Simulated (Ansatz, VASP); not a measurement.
One calculation of AlGa3N4, two programs

```
CELL_PARAMETERS angstrom
4.71630 0.00000 0.00000
0.00000 4.21439 0.00000
0.00000 0.00000 4.46534
ATOMIC_POSITIONS crystal
Al 0.00000 0.00000 0.00000
Ga 0.50000 0.50000 0.00000
Ga 0.50000 0.00000 0.50000
Ga 0.00000 0.50000 0.50000
N 0.75535 0.75535 0.24465
N 0.75535 0.24465 0.75535
N 0.24465 0.75535 0.75535
N 0.24465 0.24465 0.24465
```

Change from the starting cell: strain +0.0562 x Voigt [1, -1, 0, 0, 0, 0], atoms carried along.

Alike in both runs: task single point; functional r2SCAN; k mesh 6 × 6 × 6; occupations gaussian, width 0.05 eV; no spin polarisation.

|  | VASP | Ansatz |
| --- | --- | --- |
| version | VASP 6.6.1 | Ansatz 0.2.0 |
| potentials or method | VASP PAW PBE potentials, release 64 (Al, Ga_d, N), cutoff 520 eV | scalar-relativistic, plane waves, PAW |
| valence electrons in the cell | 62 | 62 |

|  | VASP | Ansatz | Ansatz less VASP |
| --- | --- | --- | --- |
| gap on the k mesh at the Fermi level (eV) | 2.57 | 2.57 | -0.001 |
| least direct gap on the mesh (eV) | 2.57 | 2.57 | -0.001 |
| pressure (GPa) | 0.6 | -0.1 | -0.71 |
| traceless stress, the component that is largest in VASP (GPa) | -8.69 | -8.76 | -0.069 |
| rms of the force components (eV/Å) | 0.050 | 0.039 | -0.0104 |

VASP's potentials were made for PBE, not for r2SCAN. Atom by atom the forces differ by 0.033 eV/Å (rms over components).
